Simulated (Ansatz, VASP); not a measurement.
KCl in VASP and in Ansatz

Contents of POSCAR:

```
KCl
1.0
    0.0000000000      3.0614170000      3.1561000000
    3.0614170000      0.0000000000      3.1561000000
    3.0614170000      3.0614170000      0.0000000000
K Cl
1 1
Direct
    0.0000000000      0.0000000000      0.0000000000
    0.5000000000      0.5000000000      0.5000000000
```

The input INCAR.step1:

```
ALGO = Normal ; EDIFF = 1E-4
ENCUT = 520 ; GGA = PE
ISMEAR = 0 ; LASPH = T
LCHARG = F ; LREAL = F
LWAVE = T ; NBANDS = 15
NELM = 100 ; PREC = Accurate
SIGMA = 0.05
```

File INCAR.step2:

```
ALGO = Normal ; EDIFF = 1E-7
ENCUT = 520 ; ISIF = 2
ISMEAR = 0 ; ISTART = 1
LASPH = T ; LCHARG = F
LMIXTAU = T ; LREAL = F
LWAVE = F ; METAGGA = R2SCAN
NBANDS = 15 ; NELM = 100
PREC = Accurate ; SIGMA = 0.05
```

File KPOINTS:

```
k-points
0
Gamma
  6 6 6
```

Input for Ansatz:

```yaml
crystal:
  lattice:
    - [0.0, 3.061417, 3.1561]
    - [3.061417, 0.0, 3.1561]
    - [3.061417, 3.061417, 0.0]
  atoms:
    - { symbol: K, position: [0.0, 0.0, 0.0] }
    - { symbol: Cl, position: [0.5, 0.5, 0.5] }
basis:
  ecutwfc: 500
kpoints:
  mp_grid: { grid: [6, 6, 6] }
hamiltonian:
  xc: r2scan
scf:
  occupations: { method: gaussian, width: 0.05 }
output:
  forces: true
  stress: true
  eigenvalues: true
```

Change from the starting cell: strain -0.0300 x Voigt [1, 1, 0, 0, 0, 0], atoms carried along.

Alike in both runs: task single point; functional r2SCAN; k mesh 6 × 6 × 6; occupations gaussian, width 0.05 eV; no spin polarisation.

|  | VASP | Ansatz |
| --- | --- | --- |
| version | VASP 6.6.1 | Ansatz 0.2.0 |
| potentials or method | VASP PAW PBE potentials, release 64 (K_sv, Cl), cutoff 520 eV | scalar-relativistic, plane waves, PAW |
| valence electrons in the cell | 16 | 16 |

```csv
,VASP,Ansatz,Ansatz less VASP
gap on the k mesh at the Fermi level (eV),6.00,6.00,-0.004
least direct gap on the mesh (eV),6.00,6.00,-0.004
pressure (GPa),1.2,1.2,+0.02
"traceless stress, the component that is largest in VASP (GPa)",-1.02,-1.01,+0.014
```

VASP's potentials were made for PBE, not for r2SCAN.
